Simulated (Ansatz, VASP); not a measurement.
# Two plane-wave programs on W

INCAR

```
  PREC = Accurate
  ENCUT = 500
  EDIFF = 1E-6
  ISMEAR = 0
  SIGMA = 0.15
  LREAL = False
  LASPH = True
  NELM = 120
  ALGO = Normal
  ISIF = 2
  LWAVE = False
  LCHARG = False
  GGA = PE
  NBANDS = 13
  GGA_COMPAT = False
```

Contents of KPOINTS:

```
regular mesh
0
Gamma
  26 26 26
```

File POSCAR:

```
W
1.0
   -1.5917793224      1.4326013902      1.5917793224
    1.5917793224     -1.4326013902      1.5917793224
    1.5917793224      1.4326013902     -1.5917793224
W
1
Direct
    0.0000000000      0.0000000000      0.0000000000
```

Input for Ansatz:

```yaml
crystal:
  lattice:
    - [-1.5917793224, 1.4326013902, 1.5917793224]
    - [1.5917793224, -1.4326013902, 1.5917793224]
    - [1.5917793224, 1.4326013902, -1.5917793224]
  atoms:
    - { symbol: W, position: [0.0, 0.0, 0.0] }
basis:
  ecutwfc: 420
kpoints:
  mp_grid: { grid: [26, 26, 26] }
hamiltonian:
  xc: pbe
scf:
  occupations: { method: gaussian, width: 0.15 }
output:
  forces: true
  stress: true
  eigenvalues: true
```

Change from the starting cell: strain -0.1000 x Voigt [0, 1, 0, 0, 0, 0], atoms carried along.

Alike in both runs: task single point; functional PBE; k mesh 26 × 26 × 26; occupations gaussian, width 0.15 eV; no spin polarisation.

|  | VASP | Ansatz |
| --- | --- | --- |
| version | VASP 6.6.1 | Ansatz 0.2.0 |
| potentials or method | VASP PAW PBE potentials, release 64 (W_sv), cutoff 500 eV | scalar-relativistic, plane waves, PAW |
| valence electrons in the cell | 14 | 14 |

VASP gave:

- gap on the k mesh at the Fermi level (eV): none
- pressure (GPa): 42.9
- traceless stress, the component that is largest in VASP (GPa): 28.77

Problem. What did Ansatz give for the same quantities?

Solution. gap on the k mesh at the Fermi level (eV): none; pressure (GPa): 41.8; traceless stress, the component that is largest in VASP (GPa): 28.72.

A gap of «none» marks a metal or a gap that the smearing closes. Both programs put the cell under a high pressure, so it lies far from rest at this level.

Spin-orbit coupling is off throughout.
